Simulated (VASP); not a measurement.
A run of VASP 6.6.1:

INCAR

```
SYSTEM = CoSi2
PREC = Accurate
ENCUT = 520
EDIFF = 1E-6
ISMEAR = 0
SIGMA = 0.15
LREAL = .FALSE.
LASPH = .TRUE.
NELM = 60
ALGO = Normal
ISIF = 2
LWAVE = .FALSE.
LCHARG = .FALSE.
GGA = PS
NBANDS = 16
```

KPOINTS

```
regular mesh
0
G
  14 14 14
  0 0 0
```

Contents of POSCAR:

```
CoSi2
1.0
    0.0000000000      2.5899443453      2.5899443453
    2.5899443453      0.0000000000      2.5899443453
    2.5899443453      2.5899443453      0.0000000000
Co Si
1 2
Direct
    0.0160744693     -0.0160744693     -0.0160744693
    0.2331347727      0.2668652273      0.2668652273
    0.7331347727      0.7668652273      0.7668652273
```

Potentials or basis: VASP PAW PBE potentials, release 64 (Co, Si).

The run is started by

```bash
$ cat potpaw_PBE.64/Co/POTCAR potpaw_PBE.64/Si/POTCAR > POTCAR
$ mpirun -np 1 vasp_std > vasp.out
```

Hardware: 1 thread of Intel Xeon 8259CL, on a shared host.

Task: Estimate the wall time of this run.

Result: It took 3.3 min on 1 thread of Intel Xeon 8259CL, on a shared host, peak memory 0.26 GiB. Counts: scf iterations 14, k points 244.
